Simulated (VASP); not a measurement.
# Na2CuBr2Cl2 (P1) in VASP: single point with PBE

Aim: the single point of Na2CuBr2Cl2 with PBE.

Everything below comes from runs of VASP 6.6.1. Logs are shortened: lines on timing, memory, paths and dates and some standing lists are left out, and cuts for length are marked.

**1. The cell of the first run**

The typed cell holds 7 atoms: a = 5.316 Å, b = 5.316 Å, c = 5.992 Å, α = 90.00°, β = 90.00°, γ = 90.00°.

**2. Single point, PBE (atoms moved at random)**

File INCAR:

```
SYSTEM = Na2CuBr2Cl2
PREC     = Accurate       ! precision mode
ENCUT    = 520            ! plane-wave cutoff, eV
EDIFF    = 1E-6           ! SCF threshold, eV
ISMEAR   = -1             ! smearing method
SIGMA    = 0.05           ! smearing width, eV
LREAL    = .False.        ! projectors in reciprocal space
LASPH    = .True.         ! aspherical terms in the spheres
NELM     = 60             ! most SCF steps
ALGO     = Normal         ! electronic algorithm
ISIF     = 2              ! what is computed and relaxed
LWAVE    = .False.        ! write WAVECAR
LCHARG   = .False.        ! write CHGCAR
GGA      = PE             ! functional
NBANDS   = 36             ! bands
```

File KPOINTS:

```
Automatic mesh
0
Gamma
  5 5 5
  0 0 0
```

File POSCAR:

```
Na2CuBr2Cl2
1.0
    5.3156580000      0.0000000000      0.0000000000
    0.0000000000      5.3156580000      0.0000000000
    0.0000000000      0.0000000000      5.9918200000
Br Cu Cl Na
2 1 2 2
Direct
    0.4959310000      0.0077930000     -0.0053380000
    0.0043590000      0.5034810000     -0.0028300000
    0.4989610000      0.4999340000     -0.0022850000
    0.4903440000      0.5025720000      0.4952240000
    0.0030950000     -0.0045670000      0.5021400000
    0.4976340000      0.0041390000      0.5032340000
   -0.0012000000      0.5001270000      0.5014280000
```

Potentials or basis: VASP PAW PBE potentials, release 64 (Br, Cu, Cl, Na_pv).

The run is started by

```
> cat potpaw_PBE.64/Br/POTCAR potpaw_PBE.64/Cu/POTCAR potpaw_PBE.64/Cl/POTCAR potpaw_PBE.64/Na_pv/POTCAR > POTCAR
> mpirun -np 1 vasp_std > vasp.out
```

OUTCAR:

```text
SYSTEM = Na2CuBr2Cl2
   PREC = Accurate
   ENCUT = 520
   EDIFF = 1E-6
   ISMEAR = -1
   LREAL = .False.
   LASPH = .True.
   NELM = 60
   ISIF = 2
   GGA = PE

 ion  position               nearest neighbor table
   1  0.496  0.008  0.995-   3 2.62   3 2.70
   2  0.004  0.503  0.997-   3 2.63   3 2.69
   3  0.499  0.500  0.998-   1 2.62   2 2.63   2 2.69   1 2.70
   4  0.490  0.503  0.495-   7 2.61   6 2.65   6 2.67   7 2.70
   5  0.003  0.995  0.502-   6 2.63   7 2.63   7 2.68   6 2.69
   6  0.498  0.004  0.503-   5 2.63   4 2.65   4 2.67   5 2.69
   7  0.999  0.500  0.501-   4 2.61   5 2.63   5 2.68   4 2.70

  LATTYP: Found a simple tetragonal cell.
 ALAT       =     5.3156580000
 C/A-ratio  =     1.1272019381

  Lattice vectors:

 A1 = (   5.3156580000,   0.0000000000,   0.0000000000)
 A2 = (   0.0000000000,   5.3156580000,   0.0000000000)
 A3 = (   0.0000000000,   0.0000000000,   5.9918200000)

Analysis of symmetry for initial positions (statically):
=====================================================================
 Subroutine PRICEL returns:
 Original cell was already a primitive cell.

 Routine SETGRP: Setting up the symmetry group for a
 simple tetragonal supercell.

 Subroutine GETGRP returns: Found  1 space group operations
 (whereof  1 operations were pure point group operations)
 out of a pool of 16 trial point group operations.

The static configuration has the point symmetry C_1 .

Analysis of symmetry for dynamics (positions and initial velocities):
=====================================================================
 Subroutine PRICEL returns:
 Original cell was already a primitive cell.

 Routine SETGRP: Setting up the symmetry group for a
 simple tetragonal supercell.

 Subroutine GETGRP returns: Found  1 space group operations
 (whereof  1 operations were pure point group operations)
 out of a pool of 16 trial point group operations.

The dynamic configuration has the point symmetry C_1 .

 Subroutine INISYM returns: Found  1 space group operations
 (whereof  1 operations are pure point group operations),
 and found     1 'primitive' translations

----------------------------------------------------------------------------------------

                                     Primitive cell

  volume of cell :     169.3062

  direct lattice vectors                    reciprocal lattice vectors
     5.315658000  0.000000000  0.000000000     0.188123465  0.000000000  0.000000000
     0.000000000  5.315658000  0.000000000     0.000000000  0.188123465  0.000000000
     0.000000000  0.000000000  5.991820000     0.000000000  0.000000000  0.166894199

  length of vectors
     5.315658000  5.315658000  5.991820000     0.188123465  0.188123465  0.166894199

  position of ions in fractional coordinates (direct lattice)
     0.495931000  0.007793000  0.994662000
     0.004359000  0.503481000  0.997170000
     0.498961000  0.499934000  0.997715000
     0.490344000  0.502572000  0.495224000
     0.003095000  0.995433000  0.502140000
     0.497634000  0.004139000  0.503234000
     0.998800000  0.500127000  0.501428000

  ion indices of the primitive-cell ions
   primitive index   ion index
                 1           1
                 2           2
                 3           3
                 4           4
                 5           5
                 6           6
                 7           7

----------------------------------------------------------------------------------------

 KPOINTS: Automatic mesh

Automatic generation of k-mesh.
 Grid dimensions read from file:
 generate k-points for:    5    5    5

 Generating k-lattice:

  Cartesian coordinates                     Fractional coordinates (reciprocal lattice)
     0.037624693  0.000000000  0.000000000     0.200000000  0.000000000  0.000000000
     0.000000000  0.037624693  0.000000000     0.000000000  0.200000000  0.000000000
     0.000000000  0.000000000  0.033378840     0.000000000  0.000000000  0.200000000

  Length of vectors
     0.037624693  0.037624693  0.033378840

  Shift w.r.t. Gamma in fractional coordinates (k-lattice)
     0.000000000  0.000000000  0.000000000

 Subroutine IBZKPT returns following result:
 ===========================================

 Found     63 irreducible k-points:

 Following reciprocal coordinates:
            Coordinates               Weight
  0.000000  0.000000  0.000000      1.000000
  0.200000  0.000000  0.000000      2.000000
  0.000000  0.200000  0.000000      2.000000
  0.400000  0.000000  0.000000      2.000000
  0.000000  0.400000  0.000000      2.000000
  0.200000  0.200000  0.000000      2.000000
[... 16 lines left out ...]
  0.200000  0.200000  0.200000      2.000000
 -0.200000  0.200000  0.200000      2.000000
 [... further k-points ...]
   k-points           NKPTS =     63   k-points in BZ     NKDIM =     63   number of bands    NBANDS=     36
   number of dos      NEDOS =    301   number of ions     NIONS =      7
   total plane-waves  NPLWV =  76800
   dimension x,y,z NGX =    40 NGY =   40 NGZ =   48
   dimension x,y,z NGXF=    80 NGYF=   80 NGZF=   96
   ions per type =               2   1   2   2
   NGX,Y,Z   is equivalent  to a cutoff of  12.51, 12.51, 13.32 a.u.
   NGXF,Y,Z  is equivalent  to a cutoff of  25.02, 25.02, 26.64 a.u.
 SYSTEM =  Na2CuBr2Cl2
   PREC   = accura    normal or accurate (medium, high low for compatibility)
   ISTART =      0    job   : 0-new  1-cont  2-samecut
   ICHARG =      2    charge: 1-file 2-atom 10-const
   ISPIN  =      1    spin polarized calculation?
   LNONCOLLINEAR =      F non collinear calculations
   LSORBIT =      F    spin-orbit coupling
   LASPH  =      T    aspherical Exc in radial PAW
   ENCUT  =  520.0 eV  38.22 Ry    6.18 a.u.   9.88  9.88 11.14*2*pi/ulx,y,z
   NELM   =     60;   NELMIN=  2; NELMDL= -5     # of ELM steps
   EDIFF  = 0.1E-05   stopping-criterion for ELM
   LREAL  =      F    real-space projection
   EDIFFG = 0.1E-04   stopping-criterion for IOM
   NSW    =      0    number of steps for IOM
   IBRION =     -1    ionic relax: 0-MD 1-quasi-New 2-CG
   NFREE  =      0    steps in history (QN), initial steepest desc. (CG)
   ISIF   =      2    stress and relaxation
   ISYM   =      2    0-nonsym 1-usesym 2-fastsym
   POTIM  = 0.5000    time-step for ionic-motion
   TEBEG  =    0.0;   TEEND  =   0.0 temperature during run
   PSTRESS=    0.0 pullay stress
   NELECT =      53.0000    total number of electrons
   NUPDOWN=      -1.0000    fix difference up-down
   EMIN   =  10.00;   EMAX   =-10.00  energy-range for DOS
   EFERMI =   0.00;   METHOD = LEGACY
   ISMEAR =    -1;   SIGMA  =   0.05  broadening in eV -4-tet -1-fermi 0-gaus
   EFERMI_NEDOS =   21; number of points for ismear=-14 and -15
   IALGO  =     38    algorithm
   IMIX   =      4    mixing-type and parameters
     AMIX     =   0.40;   BMIX     =  1.00
     AMIX_MAG =   1.60;   BMIX_MAG =  1.00
  volume/ion in A,a.u.               =      24.19       163.22
  Fermi-wavevector in a.u.,A,eV,Ry     =   1.111585  2.100590 16.811635  1.235620
  Thomas-Fermi vector in A             =   2.248149
   LORBIT       =      0    0 simple, 1 ext, 2 COOP (PROOUT), +10 PAW based schemes
   GGA     = PE    functional components
   LHFCALC =     F    Hartree Fock is set to
   AEXX    =    0.0000 exact exchange contribution
   IVDW    =     0    specifies the selected vdW correction
   LEPSILON=     F    determine dielectric tensor
   LRPA    =     F    only Hartree local field effects (RPA)
 non-spin polarized calculation
  energy-cutoff  :      520.00
  volume of cell :      169.31
 maximum number of plane-waves:      4572
   NGX = 19   NGY = 19   NGZ = 23

 number of electron      53.0000013 magnetization

 Free energy of the ion-electron system (eV)
  ---------------------------------------------------
  ext. energy  EPLUGINS =         0.00000000
  ---------------------------------------------------
  free energy    TOTEN  =       -20.20113290 eV

  energy without entropy =      -20.14322241  energy(sigma->0) =      -20.17217766

 E-fermi :   0.0579     XC(G=0):  -8.4478

 val. band max:        0.0332779011   @ k =  -0.4000   0.4000   0.0000
 cond. band min:       0.0630187189   @ k =   0.0000   0.4000   0.4000
 fundamental gap:      0.0297408178
 Fermi energy:         0.0578973639

 k-point     1 :       0.0000    0.0000    0.0000
  band No.  band energies     occupation
      1     -21.1448      2.00000
      2     -21.1407      2.00000
      3     -21.1361      2.00000
      4     -21.1357      2.00000
      5     -21.0926      2.00000
      6     -21.0922      2.00000
[... 28 lines left out ...]
     35       9.5184      0.00000
     36      10.4574      0.00000

 k-point     2 :       0.2000    0.0000    0.0000
  band No.  band energies     occupation
      1     -21.1444      2.00000
      2     -21.1410      2.00000
      3     -21.1374      2.00000
      4     -21.1347      2.00000
      5     -21.0952      2.00000
      6     -21.0930      2.00000
[... 28 lines left out ...]
     35       9.4435      0.00000
     36      10.5951      0.00000

 k-point     3 :       0.0000    0.2000    0.0000
  band No.  band energies     occupation
      1     -21.1444      2.00000
      2     -21.1410      2.00000
      3     -21.1372      2.00000
      4     -21.1349      2.00000
      5     -21.0949      2.00000
      6     -21.0933      2.00000
[... 28 lines left out ...]
     35       9.4388      0.00000
     36      10.6026      0.00000
[... 742 lines left out ...]
 k-point    23 :       0.2000    0.2000    0.2000
  band No.  band energies     occupation
      1     -21.1446      2.00000
      2     -21.1438      2.00000
      3     -21.1417      2.00000
      4     -21.1293      2.00000
      5     -21.1022      2.00000
      6     -21.0889      2.00000
[... 28 lines left out ...]
     35       9.3281      0.00000
     36       9.8800      0.00000

 k-point    24 :      -0.2000    0.2000    0.2000
  band No.  band energies     occupation
      1     -21.1446      2.00000
      2     -21.1439      2.00000
      3     -21.1417      2.00000
      4     -21.1292      2.00000
      5     -21.1022      2.00000
      6     -21.0889      2.00000
[... 28 lines left out ...]
     35       9.3363      0.00000
     36       9.8769      0.00000

 [... further k-points ...]

------------------------ aborting loop because EDIFF is reached ----------------------------------------

  FORCE on cell =-STRESS in cart. coord.  units (eV):
  Direction    XX          YY          ZZ          XY          YZ          ZX
  --------------------------------------------------------------------------------------
  -------------------------------------------------------------------------------------
  Total       -0.3351584     -0.3529494      0.1025198     -0.0017801      0.0007525     -0.0019129
  in kB       -3.1716695     -3.3400290      0.9701645     -0.0168455      0.0071213     -0.0181021
  external PRESSURE =      -1.8471780 kB  Pullay stress =       0.0000000 kB

 VOLUME and BASIS-vectors are now :
 -----------------------------------------------------------------------------
  energy-cutoff  :      520.00
  volume of cell :      169.31
      direct lattice vectors                 reciprocal lattice vectors
     5.315658000  0.000000000  0.000000000     0.188123465  0.000000000  0.000000000
     0.000000000  5.315658000  0.000000000     0.000000000  0.188123465  0.000000000
     0.000000000  0.000000000  5.991820000     0.000000000  0.000000000  0.166894199

 POSITION                                       TOTAL-FORCE (eV/Angst)
 -----------------------------------------------------------------------------------
      2.63620      0.04142      5.95984         0.035110     -0.024464      0.088064
      0.02317      2.67633      5.97486        -0.064573      0.002448      0.042016
      2.65231      2.65748      5.97813        -0.007515      0.006796      0.021089
      2.60650      2.67150      2.96729         0.246008      0.009755     -0.029882
      0.01645      5.29138      3.00873        -0.156050      0.116257     -0.023021
      2.64525      0.02200      3.01529         0.095013     -0.034936     -0.064658
      5.30928      2.65850      3.00447        -0.147993     -0.075857     -0.033608
 -----------------------------------------------------------------------------------
    total drift:                               -0.000140      0.000783      0.001182

  FREE ENERGIE OF THE ION-ELECTRON SYSTEM (eV)
  ---------------------------------------------------
  free  energy   TOTEN  =       -20.2011328992 eV

  energy  without entropy=      -20.1432224117  energy(sigma->0) =      -20.17217766
```

It took 6.7 min on 1 thread of Intel Xeon Platinum 8488C (Sapphire Rapids), shared host; peak memory 0.5 GiB.

Results:

```yaml
Free_energy: -20.2011 eV
Pressure: -0.2 GPa
Largest_force: 0.248 eV/Å
Band_gap_on_the_k_mesh: zero (an odd number of electrons rules out a gap without spin polarisation)
```

Forces on the atoms (eV/Å):
```
Br   0.035 -0.024  0.088
Br  -0.065  0.002  0.042
Cu  -0.008  0.007  0.021
Cl   0.246  0.010 -0.030
Cl  -0.156  0.116 -0.023
Na   0.095 -0.035 -0.065
Na  -0.148 -0.076 -0.034
```

Caveat: the cell differs from its parent crystal (atoms moved at random); an odd number of electrons without spin polarisation forces a metal; a magnetic or distorted state may lie lower.

The gap in the log of VASP goes by the Fermi energy; the results here count the filled bands.